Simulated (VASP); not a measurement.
**CoO: single point with PBE**

Crystal: CoO.

```
CELL_PARAMETERS angstrom
2.55327 0.00000 0.00000
0.00000 2.55327 0.00000
0.00000 0.00000 2.55327
ATOMIC_POSITIONS crystal
Co 0.00000 0.00000 0.00000
O 0.50000 0.50000 0.50000
```

- Program: VASP 6.6.1
- Task: single point
- Functional: PBE
- Potentials or basis: VASP PAW PBE potentials, release 64 (Co, O)
- Cutoff: 520 eV
- k mesh: 10 × 10 × 10
- Occupations: fermi-dirac, width 0.05 eV
- Spin: collinear spin, ferromagnetic start
- Starting moments: [2.0, 0.0] μB
- Dipole correction: no
- Further INCAR settings: ALGO = Normal; EDIFF = 1e-06; NBANDS = 18

| Property | Result |
| --- | --- |
| Pressure | 16.2 GPa |
| Band gap on the k mesh | zero (filled and empty bands overlap) |
| Net moment | 3.00 μB per cell |
| Site moments | Co +2.49; O +0.46 μB |
| Valence electrons inside the program's atomic spheres | Co 7.93; O 4.97 |

Levels at points of the mesh, in eV from the Fermi level:
Spin up:
| k point | band 6 | band 7 | band 8 | band 9 | band 10 | band 11 | band 12 | band 13 |
| --- | --- | --- | --- | --- | --- | --- | --- | --- |
| (0.00, 0.00, 0.00) | -3.04 | -2.51 | -2.51 | -2.51 | 1.22 | 15.92 | 15.92 | 21.07 |
| (0.50, 0.00, 0.00) | -2.43 | -1.57 | -0.24 | -0.24 | 6.67 | 8.74 | 16.62 | 18.36 |
| (0.50, 0.50, 0.00) | -3.16 | -3.15 | -2.05 | -1.53 | 6.14 | 11.81 | 11.81 | 17.46 |
| (0.50, 0.50, 0.50) | -1.48 | -0.20 | -0.20 | -0.20 | 6.98 | 6.98 | 6.98 | 15.90 |
Spin down:
```tsv
k point	band 2	band 3	band 4	band 5	band 6	band 7	band 8	band 9	band 10	band 11
(0.00, 0.00, 0.00)	-2.82	-2.82	-2.22	-2.22	-2.22	0.51	0.51	0.51	1.93	16.46
(0.50, 0.00, 0.00)	-8.70	-3.24	-3.24	-2.33	0.53	0.62	1.95	1.95	7.15	9.76
(0.50, 0.50, 0.00)	-6.17	-6.17	-2.37	-1.17	-0.43	-0.30	-0.30	0.74	7.21	12.48
(0.50, 0.50, 0.50)	-6.72	-6.72	-6.72	0.79	0.79	2.28	2.28	2.28	7.32	7.32
```

Run time: 26 s on 1 thread of Intel Xeon 6975P-C, on a shared host, peak memory 0.15 GiB.

Caveat: a cell with one magnetic atom can't hold antiferromagnetic order, which such compounds often take; semilocal functionals often make such compounds metallic where correlation or magnetic order opens a gap, which also shifts bond lengths. With open d or f shells a metallic result of PBE can be an artefact of self-interaction; +U or a hybrid may open a gap.
